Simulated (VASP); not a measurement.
The system is MgH2.

```
CELL_PARAMETERS angstrom
0.00000 2.38000 2.38000
2.38000 0.00000 2.38000
2.38000 2.38000 0.00000
ATOMIC_POSITIONS crystal
Mg 0.00000 0.00000 0.00000
H 0.25000 0.25000 0.25000
H 0.75000 0.75000 0.75000
```

* Program: VASP 6.6.1
* Task: relaxation of cell and atoms
* Functional: LDA
* Potentials or basis: VASP PAW LDA potentials, release 64 (Mg, H)
* Cutoff: 600 eV
* k mesh: 8 × 8 × 8
* Occupations: fermi-dirac, width 0.01 eV
* Spin: no spin polarisation

At the start: pressure -4.0 GPa; volume 8.99 Å³/atom.

Task: How do energy, volume and symmetry change on relaxing?

Result: Over 3 steps the energy falls by 7.5 meV/atom and the volume is 8.43 Å³/atom (-6.2 %); space group Fm-3m (No. 225, to 0.1 Å) before and after.

Step by step:
```csv
step,energy change (eV),largest force (eV/Å),pressure (GPa),volume (Å³)
1,0.0000,0.0000,-3.96,26.96
2,-0.0165,0.0000,-2.15,26.10
3,-0.0225,0.0000,-0.17,25.30
```

Final structure:
```
Mg H
1.0
     0.00000    2.33002    2.33002
     2.33002    0.00000    2.33002
     2.33002    2.33002    0.00000
Mg H
1 2
Direct
  0.00000 0.00000 0.00000
  0.25000 0.25000 0.25000
  0.75000 0.75000 0.75000
```
